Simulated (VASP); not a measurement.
Input of a VASP 6.6.1 run:

The input INCAR:

```
PREC = Accurate
ENCUT = 520
EDIFF = 1E-7
ISMEAR = -1
SIGMA = 0.05
LREAL = F
LASPH = T
NELM = 60
ALGO = Normal
ISIF = 2
LWAVE = F
LCHARG = F
GGA = CA
NBANDS = 11
```

File KPOINTS:

```
Automatic mesh
0
Gamma
  10 10 10
```

The input POSCAR:

```
AlN
1.0
    0.0000000000      2.1711406855      2.1711406855
    2.1711406855      0.0000000000      2.1711406855
    2.1711406855      2.1711406855      0.0000000000
Al N
1 1
Direct
    0.0000000000      0.0000000000      0.0000000000
    0.2500000000      0.2500000000      0.2500000000
```

Potentials or basis: VASP PAW LDA potentials, release 64 (Al, N).

Launch:

```console
$ cat potpaw_LDA.64/Al/POTCAR potpaw_LDA.64/N/POTCAR > POTCAR
$ mpirun -np 1 vasp_std > vasp.out
```

Question: Predict the pressure.

Answer: 0.6 GPa.

Question: Predict the band gap on the k mesh.

Answer: 3.23 eV, indirect (least direct gap 4.39 eV).

A k mesh can miss the band edges.
